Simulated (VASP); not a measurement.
Write the native input for VASP 6.6.1 that does the following.

```
Task                   : single point
Functional             : LDA
Potentials or basis    : VASP PAW LDA potentials, release 64 (Mn_pv, S)
Cutoff                 : 520 eV
k mesh                 : 7 × 7 × 7
Occupations            : fermi-dirac, width 0.05 eV
Spin                   : collinear spin, ferromagnetic start
Starting moments       : [4.0, 0.0] μB
Dipole correction      : no
Further INCAR settings : ALGO = Normal; EDIFF = 1e-06; NBANDS = 20
```

The structure of MnS lies in POSCAR:

```
MnS
1.0
    1.6422007134      0.9481250239      2.6813833868
   -1.6422007134      0.9481250239      2.6813833868
    0.0000000000     -1.8962500478      2.6813833868
Mn S
1 1
Direct
    0.0000000000      0.0000000000      0.0000000000
    0.5000000000      0.5000000000      0.5000000000
```

These files were run (other wordings do the same):

INCAR

```
SYSTEM = MnS
PREC = Accurate
ENCUT = 520
EDIFF = 1E-6
ISMEAR = -1
SIGMA = 0.05
LREAL = .FALSE.
LASPH = .TRUE.
NELM = 150
ALGO = Normal
ISIF = 2
LWAVE = .FALSE.
LCHARG = .TRUE.
ISPIN = 2
MAGMOM = 4 0
LORBIT = 11
LMAXMIX = 4
LELF = .TRUE.
LVHAR = .TRUE.
NBANDS = 20
```

KPOINTS

```
regular mesh
0
G
  7 7 7
  0 0 0
```

Potentials or basis: VASP PAW LDA potentials, release 64 (Mn_pv, S).

Command:

```bash
$ cat potpaw_LDA.64/Mn_pv/POTCAR potpaw_LDA.64/S/POTCAR > POTCAR
$ mpirun -np 1 vasp_std > vasp.out
```

It gave:

```
Pressure                                              : 9.3 GPa
Band gap on the k mesh                                : zero (filled and empty bands overlap)
Net moment                                            : 3.02 μB per cell
Site moments                                          : Mn +2.82; S +0.05 μB
Valence electrons inside the program's atomic spheres : Mn 11.84; S 3.77
```

Caveat: a cell with one magnetic atom can't hold antiferromagnetic order, which such compounds often take; semilocal functionals often make such compounds metallic where correlation or magnetic order opens a gap, which also shifts bond lengths.

Wall time 18 s on 1 thread of Intel(R) Xeon(R) Platinum 8488C (Sapphire Rapids), on a shared host, peak memory 0.15 GiB.
